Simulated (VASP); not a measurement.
# Zr3S2 (R32) in VASP: a series of runs

Runs on Zr3S2. Level: PBEsol. Tasks: single point.

Everything below comes from runs of VASP 6.6.1. Logs are shortened: lines on timing, memory, paths and dates and some standing lists are left out, and cuts for length are marked.

### Step 1. The cell of the first run

It takes space group R32 (No. 155, trigonal). Conventional cell: a = 5.872 Å, b = 5.872 Å, c = 10.819 Å, α = 90.00°, β = 90.00°, γ = 120.00°. Zr (site symmetry 2) has 4 S at 2.66 to 2.67 Å and 8 Zr at 3.37 to 3.61 Å within 3.7 Å. Within 3.6 Å of S (site symmetry 3) lie 6 Zr at 2.66 to 2.67 Å and 4 S at 3.39 to 3.57 Å.

### Step 2. Single point, PBEsol (strain +0.025 along x and y, +0.050 along z)

The input, INCAR:

```
SYSTEM = Zr3S2
PREC = Accurate ; ENCUT = 520
EDIFF = 1E-6 ; ISMEAR = 0
SIGMA = 0.15 ; LREAL = .False.
LASPH = .True. ; NELM = 100
ALGO = Fast ; ISIF = 2
LWAVE = .False. ; LCHARG = .False.
GGA = PS ; NBANDS = 32
```

The input, KPOINTS:

```
regular mesh
0
Gamma
  12 12 12
  0 0 0
```

The input, POSCAR:

```
Zr3S2
1.0
    2.9361872663      1.6952085086      3.6064325840
   -2.9361872663      1.6952085086      3.6064325840
    0.0000000000     -3.3904170171      3.6064325841
Zr S
3 2
Direct
    0.1618381745      0.8381618255      0.5000000000
    0.5000000000      0.1618381745      0.8381618255
    0.8381618255      0.5000000000      0.1618381745
    0.3349612447      0.3349612447      0.3349612447
    0.6650387553      0.6650387553      0.6650387553
```

Potentials or basis: VASP PAW PBE potentials, release 64 (Zr_sv, S).

Run with:

```console
> cat potpaw_PBE.64/Zr_sv/POTCAR potpaw_PBE.64/S/POTCAR > POTCAR
> mpirun -np 1 vasp_std > vasp.out
```

OUTCAR:

```text
SYSTEM = Zr3S2
   PREC = Accurate
   ENCUT = 520
   EDIFF = 1E-6
   ISMEAR = 0
   LREAL = .False.
   LASPH = .True.
   NELM = 100
   ISIF = 2
   GGA = PS

 ion  position               nearest neighbor table
   1  0.162  0.838  0.500-   4 2.66   5 2.66   5 2.67   4 2.67   2 3.37   3 3.37   3 3.37   2 3.37
                             3 3.44   2 3.44   2 3.61   3 3.61
   2  0.500  0.162  0.838-   4 2.66   5 2.66   5 2.67   4 2.67   1 3.37   1 3.37   3 3.37   3 3.37
                             3 3.44   1 3.44   3 3.61   1 3.61
   3  0.838  0.500  0.162-   5 2.66   4 2.66   4 2.67   5 2.67   1 3.37   1 3.37   2 3.37   2 3.37
                             2 3.44   1 3.44   2 3.61   1 3.61
   4  0.335  0.335  0.335-   1 2.66   2 2.66   3 2.66   3 2.67   2 2.67   1 2.67
   5  0.665  0.665  0.665-   1 2.66   3 2.66   2 2.66   2 2.67   3 2.67   1 2.67

  LATTYP: Found a trigonal (rhomboedric) cell.
 ALAT       =     4.9498771231
 COS(alpha) =     0.2962657935

  Lattice vectors:

 A1 = (   2.9361872663,   1.6952085086,   3.6064325840)
 A2 = (  -2.9361872663,   1.6952085086,   3.6064325840)
 A3 = (   0.0000000000,  -3.3904170171,   3.6064325841)

Analysis of symmetry for initial positions (statically):
=====================================================================
 Subroutine PRICEL returns:
 Original cell was already a primitive cell.

 Routine SETGRP: Setting up the symmetry group for a
 trigonal (rhombohedral) supercell.

 Subroutine GETGRP returns: Found  6 space group operations
 (whereof  6 operations were pure point group operations)
 out of a pool of 12 trial point group operations.

The static configuration has the point symmetry D_3 .

Analysis of symmetry for dynamics (positions and initial velocities):
=====================================================================
 Subroutine PRICEL returns:
 Original cell was already a primitive cell.

 Routine SETGRP: Setting up the symmetry group for a
 trigonal (rhombohedral) supercell.

 Subroutine GETGRP returns: Found  6 space group operations
 (whereof  6 operations were pure point group operations)
 out of a pool of 12 trial point group operations.

The dynamic configuration has the point symmetry D_3 .

 Subroutine INISYM returns: Found  6 space group operations
 (whereof  6 operations are pure point group operations),
 and found     1 'primitive' translations

----------------------------------------------------------------------------------------

                                     Primitive cell

  volume of cell :     107.7050

  direct lattice vectors                    reciprocal lattice vectors
     2.936187266  1.695208509  3.606432584     0.170288866  0.098316323  0.092427441
    -2.936187266  1.695208509  3.606432584    -0.170288866  0.098316323  0.092427441
     0.000000000 -3.390417017  3.606432584     0.000000000 -0.196632645  0.092427441

  length of vectors
     4.949877123  4.949877123  4.949877123     0.217272246  0.217272246  0.217272246

  position of ions in fractional coordinates (direct lattice)
     0.161838174  0.838161826  0.500000000
     0.500000000  0.161838174  0.838161826
     0.838161826  0.500000000  0.161838174
     0.334961245  0.334961245  0.334961245
     0.665038755  0.665038755  0.665038755

  ion indices of the primitive-cell ions
   primitive index   ion index
                 1           1
                 2           2
                 3           3
                 4           4
                 5           5

----------------------------------------------------------------------------------------

 KPOINTS: regular mesh

Automatic generation of k-mesh.
 Grid dimensions read from file:
 generate k-points for:   12   12   12

 Generating k-lattice:

  Cartesian coordinates                     Fractional coordinates (reciprocal lattice)
     0.014190739  0.008193027  0.007702287     0.083333333 -0.000000000  0.000000000
    -0.014190739  0.008193027  0.007702287    -0.000000000  0.083333333  0.000000000
     0.000000000 -0.016386054  0.007702287     0.000000000  0.000000000  0.083333333

  Length of vectors
     0.018106021  0.018106021  0.018106021

  Shift w.r.t. Gamma in fractional coordinates (k-lattice)
     0.000000000  0.000000000  0.000000000

 Subroutine IBZKPT returns following result:
 ===========================================

 Found    189 irreducible k-points:

 Following reciprocal coordinates:
            Coordinates               Weight
  0.000000  0.000000  0.000000      1.000000
  0.083333  0.000000 -0.000000      6.000000
  0.166667  0.000000  0.000000      6.000000
  0.250000  0.000000 -0.000000      6.000000
  0.333333  0.000000 -0.000000      6.000000
  0.416667  0.000000 -0.000000      6.000000
[... 16 lines left out ...]
  0.500000  0.166667 -0.000000     12.000000
 -0.416667  0.166667  0.000000     12.000000
 [... further k-points ...]
   k-points           NKPTS =    189   k-points in BZ     NKDIM =    189   number of bands    NBANDS=     32
   number of dos      NEDOS =    301   number of ions     NIONS =      5
   total plane-waves  NPLWV =  64000
   dimension x,y,z NGX =    40 NGY =   40 NGZ =   40
   dimension x,y,z NGXF=    80 NGYF=   80 NGZF=   80
   ions per type =               3   2
   NGX,Y,Z   is equivalent  to a cutoff of  13.43, 13.43, 13.43 a.u.
   NGXF,Y,Z  is equivalent  to a cutoff of  26.87, 26.87, 26.87 a.u.
 SYSTEM =  Zr3S2
   PREC   = accura    normal or accurate (medium, high low for compatibility)
   ISTART =      0    job   : 0-new  1-cont  2-samecut
   ICHARG =      2    charge: 1-file 2-atom 10-const
   ISPIN  =      1    spin polarized calculation?
   LNONCOLLINEAR =      F non collinear calculations
   LSORBIT =      F    spin-orbit coupling
   LASPH  =      T    aspherical Exc in radial PAW
   ENCUT  =  520.0 eV  38.22 Ry    6.18 a.u.   9.20  9.20  9.20*2*pi/ulx,y,z
   NELM   =    100;   NELMIN=  2; NELMDL= -5     # of ELM steps
   EDIFF  = 0.1E-05   stopping-criterion for ELM
   LREAL  =      F    real-space projection
   EDIFFG = 0.1E-04   stopping-criterion for IOM
   NSW    =      0    number of steps for IOM
   IBRION =     -1    ionic relax: 0-MD 1-quasi-New 2-CG
   NFREE  =      0    steps in history (QN), initial steepest desc. (CG)
   ISIF   =      2    stress and relaxation
   ISYM   =      2    0-nonsym 1-usesym 2-fastsym
   POTIM  = 0.5000    time-step for ionic-motion
   TEBEG  =    0.0;   TEEND  =   0.0 temperature during run
   PSTRESS=    0.0 pullay stress
   NELECT =      48.0000    total number of electrons
   NUPDOWN=      -1.0000    fix difference up-down
   EMIN   =  10.00;   EMAX   =-10.00  energy-range for DOS
   EFERMI =   0.00;   METHOD = LEGACY
   ISMEAR =     0;   SIGMA  =   0.15  broadening in eV -4-tet -1-fermi 0-gaus
   EFERMI_NEDOS =   21; number of points for ismear=-14 and -15
   IALGO  =     68    algorithm
   IMIX   =      4    mixing-type and parameters
     AMIX     =   0.40;   BMIX     =  1.00
     AMIX_MAG =   1.60;   BMIX_MAG =  1.00
  volume/ion in A,a.u.               =      21.54       145.37
  Fermi-wavevector in a.u.,A,eV,Ry     =   1.250480  2.363064 21.275418  1.563699
  Thomas-Fermi vector in A             =   2.384472
   LORBIT       =      0    0 simple, 1 ext, 2 COOP (PROOUT), +10 PAW based schemes
   GGA     = PS    functional components
   LHFCALC =     F    Hartree Fock is set to
   AEXX    =    0.0000 exact exchange contribution
   IVDW    =     0    specifies the selected vdW correction
   LEPSILON=     F    determine dielectric tensor
   LRPA    =     F    only Hartree local field effects (RPA)
 non-spin polarized calculation
 RMM-DIIS sequential band-by-band and
 Gauss-broadening in eV      SIGMA  =   0.15
  energy-cutoff  :      520.00
  volume of cell :      107.71
 maximum number of plane-waves:      2923
 NGX is ok and might be reduce to    40
   NGX = 19   NGY = 19   NGZ = 19

 number of electron      48.0000000 magnetization

 Free energy of the ion-electron system (eV)
  ---------------------------------------------------
  ext. energy  EPLUGINS =         0.00000000
  ---------------------------------------------------
  free energy    TOTEN  =       -41.58368437 eV

  energy without entropy =      -41.55573349  energy(sigma->0) =      -41.56970893

 E-fermi :   8.1271     XC(G=0): -10.7867

 val. band max:        8.1244581125   @ k =   0.2500   0.2500   0.2500
 cond. band min:       8.1329855868   @ k =   0.5000   0.1667   0.0833
 fundamental gap:      0.0085274743
 Fermi energy:         8.1271115632

 k-point     1 :       0.0000    0.0000    0.0000
  band No.  band energies     occupation
      1     -41.0378      2.00000
      2     -40.9742      2.00000
      3     -40.9742      2.00000
      4     -19.1913      2.00000
      5     -19.1913      2.00000
      6     -19.1786      2.00000
[... 24 lines left out ...]
     31      11.2075      0.00000
     32      11.3238      0.00000

 k-point     2 :       0.0833    0.0000   -0.0000
  band No.  band energies     occupation
      1     -41.0366      2.00000
      2     -40.9757      2.00000
      3     -40.9738      2.00000
      4     -19.2090      2.00000
      5     -19.1926      2.00000
      6     -19.1821      2.00000
[... 24 lines left out ...]
     31      11.2078      0.00000
     32      11.3424      0.00000

 k-point     3 :       0.1667    0.0000    0.0000
  band No.  band energies     occupation
      1     -41.0331      2.00000
      2     -40.9786      2.00000
      3     -40.9743      2.00000
      4     -19.2273      2.00000
      5     -19.2142      2.00000
      6     -19.1959      2.00000
[... 24 lines left out ...]
     31      11.1327      0.00000
     32      11.4817      0.00000

 k-point     4 :       0.2500    0.0000   -0.0000
  band No.  band energies     occupation
      1     -41.0276      2.00000
      2     -40.9831      2.00000
      3     -40.9753      2.00000
      4     -19.2393      2.00000
      5     -19.2370      2.00000
      6     -19.2006      2.00000
[... 24 lines left out ...]
     31      11.0934      0.00000
     32      11.4371      0.00000

 k-point     5 :       0.3333    0.0000   -0.0000
  band No.  band energies     occupation
      1     -41.0206      2.00000
      2     -40.9890      2.00000
      3     -40.9763      2.00000
      4     -19.2548      2.00000
      5     -19.2464      2.00000
      6     -19.1925      2.00000
[... 584 lines left out ...]
     31      11.2777      0.00000
     32      11.4158      0.00000

 k-point    22 :       0.4167    0.1667    0.0000
  band No.  band energies     occupation
      1     -41.0156      2.00000
      2     -40.9911      2.00000
      3     -40.9790      2.00000
      4     -19.2670      2.00000
      5     -19.2320      2.00000
      6     -19.2254      2.00000
[... 24 lines left out ...]
     31      11.2054      0.00000
     32      11.4794      0.00000

 k-point    23 :       0.5000    0.1667   -0.0000
  band No.  band energies     occupation
      1     -41.0079      2.00000
      2     -40.9974      2.00000
      3     -40.9804      2.00000
      4     -19.2597      2.00000
      5     -19.2414      2.00000
      6     -19.2112      2.00000
[... 24 lines left out ...]
     31      11.0903      0.00000
     32      11.4728      0.00000

 k-point    24 :      -0.4167    0.1667    0.0000
  band No.  band energies     occupation
      1     -41.0052      2.00000
      2     -40.9994      2.00000
      3     -40.9812      2.00000
      4     -19.2530      2.00000
      5     -19.2444      2.00000
      6     -19.1987      2.00000
[... 24 lines left out ...]
     31      10.9496      0.00000
     32      11.4109      0.00000

 [... further k-points ...]

------------------------ aborting loop because EDIFF is reached ----------------------------------------

  FORCE on cell =-STRESS in cart. coord.  units (eV):
  Direction    XX          YY          ZZ          XY          YZ          ZX
  --------------------------------------------------------------------------------------
  -------------------------------------------------------------------------------------
  Total       -6.4016636     -6.4016636     -8.2542706      0.0000000      0.0000000      0.0000000
  in kB      -95.2286199    -95.2286199   -122.7872696      0.0000000      0.0000000      0.0000000
  external PRESSURE =    -104.4148365 kB  Pullay stress =       0.0000000 kB

 VOLUME and BASIS-vectors are now :
 -----------------------------------------------------------------------------
  energy-cutoff  :      520.00
  volume of cell :      107.71
      direct lattice vectors                 reciprocal lattice vectors
     2.936187266  1.695208509  3.606432584     0.170288866  0.098316323  0.092427441
    -2.936187266  1.695208509  3.606432584    -0.170288866  0.098316323  0.092427441
     0.000000000 -3.390417017  3.606432584     0.000000000 -0.196632645  0.092427441

 POSITION                                       TOTAL-FORCE (eV/Angst)
 -----------------------------------------------------------------------------------
     -1.98581      0.00000      5.40965         0.190680     -0.000000      0.000000
      0.99291     -1.71976      5.40965        -0.095340      0.165133     -0.000000
      0.99291      1.71976      5.40965        -0.095340     -0.165133      0.000000
      0.00000      0.00000      3.62405         0.000000     -0.000000     -0.022144
      0.00000      0.00000      7.19525         0.000000      0.000000      0.022144
 -----------------------------------------------------------------------------------
    total drift:                                0.000000     -0.000000      0.000000

  FREE ENERGIE OF THE ION-ELECTRON SYSTEM (eV)
  ---------------------------------------------------
  free  energy   TOTEN  =       -41.5836843705 eV

  energy  without entropy=      -41.5557334867  energy(sigma->0) =      -41.56970893
```

It took 33 min on 1 thread of Oxide Virtual Turin-like, shared host; peak memory 0.58 GiB.

Results:

| Item | Value |
| --- | --- |
| Free energy | -41.5837 eV |
| Pressure | -10.4 GPa |
| Largest force | 0.191 eV/Å |
| Band gap on the k mesh | zero (bands 24 and 25 overlap by 0.31 eV) |

Forces in eV/Å, atoms in the order of the input:
```
Zr   0.191  0.000  0.000
Zr  -0.095  0.165  0.000
Zr  -0.095 -0.165  0.000
S    0.000  0.000 -0.022
S    0.000  0.000  0.022
```

Caveat: the cell differs from its parent crystal (strain +0.025 along x and y, +0.050 along z); the cell stands under tension; the PAW data sets were made with another functional, which shifts forces and pressure a little.

### Step 3. Single point, PBEsol (strain +0.050 along x and y, +0.025 along z)

The input, INCAR:

```
SYSTEM = Zr3S2
ALGO     = Fast           ! electronic algorithm
EDIFF    = 1E-6           ! SCF threshold, eV
ENCUT    = 520            ! plane-wave cutoff, eV
GGA      = PS             ! functional
ISIF     = 2              ! what is computed and relaxed
ISMEAR   = 0              ! smearing method
LASPH    = .TRUE.         ! aspherical terms in the spheres
LCHARG   = .FALSE.        ! write CHGCAR
LREAL    = .FALSE.        ! projectors in reciprocal space
LWAVE    = .FALSE.        ! write WAVECAR
NBANDS   = 32             ! bands
NELM     = 80             ! most SCF steps
PREC     = Accurate       ! precision mode
SIGMA    = 0.15           ! smearing width, eV
```

The input, KPOINTS:

```
k-points
0
G
  12 12 12
  0 0 0
```

Edit POSCAR of step 2 so:

```diff
@@ -2,5 +2,5 @@
 1.0
-    2.9361872663      1.6952085086      3.6064325840
-   -2.9361872663      1.6952085086      3.6064325840
-    0.0000000000     -3.3904170171      3.6064325841
+    3.0078015898      1.7365550576      3.5205651416
+   -3.0078015898      1.7365550576      3.5205651416
+    0.0000000000     -3.4731101151      3.5205651416
 Zr S
```

Potentials or basis: VASP PAW PBE potentials, release 64 (Zr_sv, S).

Run with:

```console
> cat potpaw_PBE.64/Zr_sv/POTCAR potpaw_PBE.64/S/POTCAR > POTCAR
> mpirun -np 1 vasp_std > vasp.out
```

Run time: 38 min. Hardware: 1 thread of Oxide Virtual Turin-like, shared host; peak memory 0.59 GiB.

It converged, with:

| Item | Value |
| --- | --- |
| Free energy | -41.4143 eV |
| Pressure | -12.2 GPa |
| Largest force | 0.296 eV/Å |
| Band gap on the k mesh | zero (bands 24 and 25 overlap by 0.32 eV) |

Forces on the atoms (eV/Å):
```
Zr   0.296  0.000  0.000
Zr  -0.148  0.257  0.000
Zr  -0.148 -0.257  0.000
S    0.000  0.000 -0.035
S    0.000  0.000  0.035
```

Stress tensor (GPa, compression positive):
```
-12.60   0.00   0.00
  0.00 -12.60   0.00
  0.00   0.00 -11.41
```

Levels at points of the mesh, in eV from the Fermi level:
| k point | band 21 | band 22 | band 23 | band 24 | band 25 | band 26 | band 27 | band 28 |
| --- | --- | --- | --- | --- | --- | --- | --- | --- |
| (0.00, 0.00, 0.00) | -2.44 | -1.67 | 0.10 | 0.10 | 0.65 | 0.65 | 1.94 | 2.49 |
| (0.50, 0.00, 0.00) | -1.12 | -0.99 | -0.76 | -0.61 | -0.12 | 0.99 | 1.57 | 1.66 |
| (0.50, 0.50, 0.00) | -1.65 | -1.15 | -0.75 | -0.21 | 0.07 | 0.81 | 1.70 | 1.83 |
| (0.50, 0.50, 0.50) | -0.69 | -0.27 | -0.18 | -0.18 | 0.30 | 0.30 | 0.98 | 0.98 |

Caveat: the cell differs from its parent crystal (strain +0.050 along x and y, +0.025 along z); the cell stands under tension; the PAW data sets were made with another functional, which shifts forces and pressure a little.
